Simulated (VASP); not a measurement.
Wanted: the native input for a VASP 6.6.1 run.

- Task: single point
- Functional: LDA
- Potentials or basis: VASP PAW LDA potentials, release 64 (Ni, Si)
- Cutoff: 520 eV
- k mesh: 9 × 9 × 9
- Occupations: fermi-dirac, width 0.05 eV
- Spin: collinear spin, ferromagnetic start
- Starting moments: [1.0, 0.0, 0.0] μB
- Dipole correction: no
- Further INCAR settings: ALGO = Normal; EDIFF = 1e-07; NBANDS = 20

The structure of Si2Ni lies in POSCAR:

```
Si2Ni
1.0
    0.0000000000      2.6478212519      2.6478212519
    2.6478212519      0.0000000000      2.6478212519
    2.6478212519      2.6478212519      0.0000000000
Ni Si
1 2
Direct
    0.0000000000      0.0000000000      0.0000000000
    0.7500000000      0.7500000000      0.7500000000
    0.2500000000      0.2500000000      0.2500000000
```

These files were run (other wordings do the same):

INCAR

```
SYSTEM = Si2Ni
ALGO = Normal ; EDIFF = 1E-7
ENCUT = 520 ; ISIF = 2
ISMEAR = -1 ; ISPIN = 2
LASPH = .TRUE. ; LCHARG = .FALSE.
LMAXMIX = 4 ; LORBIT = 11
LREAL = .FALSE. ; LWAVE = .FALSE.
MAGMOM = 1 0 0 ; NBANDS = 20
NELM = 150 ; PREC = Accurate
SIGMA = 0.05
```

KPOINTS

```
k-points
0
G
  9 9 9
  0 0 0
```

Potentials or basis: VASP PAW LDA potentials, release 64 (Ni, Si).

The run is started by

```console
$ cat potpaw_LDA.64/Ni/POTCAR potpaw_LDA.64/Si/POTCAR > POTCAR
$ mpirun -np 1 vasp_std > vasp.out
```

Results of the run:

```yaml
Pressure: 6.0 GPa
Band_gap_on_the_k_mesh: zero (filled and empty bands overlap)
Net_moment: 0.00 μB per cell
Valence_electrons_inside_the_program's_atomic_spheres: Ni 10.00; Si 1.64
```

It took 48 s on 1 thread of Intel(R) Xeon(R) Platinum 8259CL CPU @ 2.50GHz (Skylake/Cascade Lake), with other jobs on the host, peak memory 0.17 GiB.
